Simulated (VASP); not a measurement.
A run of VASP 6.6.1 is set up as follows.

INCAR

```
  PREC = Accurate
  ENCUT = 520
  EDIFF = 1E-6
  ISMEAR = -1
  SIGMA = 0.1
  LREAL = False
  LASPH = True
  NELM = 80
  ALGO = Normal
  ISIF = 2
  LWAVE = False
  LCHARG = True
  GGA = PS
  LELF = True
  LVHAR = True
  NBANDS = 11
```

Contents of KPOINTS:

```
regular mesh
0
Gamma
  19 19 19
```

Contents of POSCAR:

```
Pt
1.0
   -1.5168292403      1.5168292403      1.5168292403
    1.5168292403     -1.5168292403      1.5168292403
    1.5168292403      1.5168292403     -1.5168292403
Pt
1
Direct
    0.0000000000      0.0000000000      0.0000000000
```

Potentials or basis: VASP PAW PBE potentials, release 64 (Pt).

Run with:

```sh
$ cat potpaw_PBE.64/Pt/POTCAR > POTCAR
$ mpirun -np 1 vasp_std > vasp.out
```

(1) Estimate the band gap on the k mesh.

(2) Estimate the pressure.

Results:

(1) zero (band 5 reaches 13.60 eV, above the bottom of band 6 at 11.01 eV).

(2) 29.7 GPa.

Caveat: the PAW data sets were made with another functional, which shifts forces and pressure a little; spin-orbit coupling is left out, which moves the levels of the heavy elements.
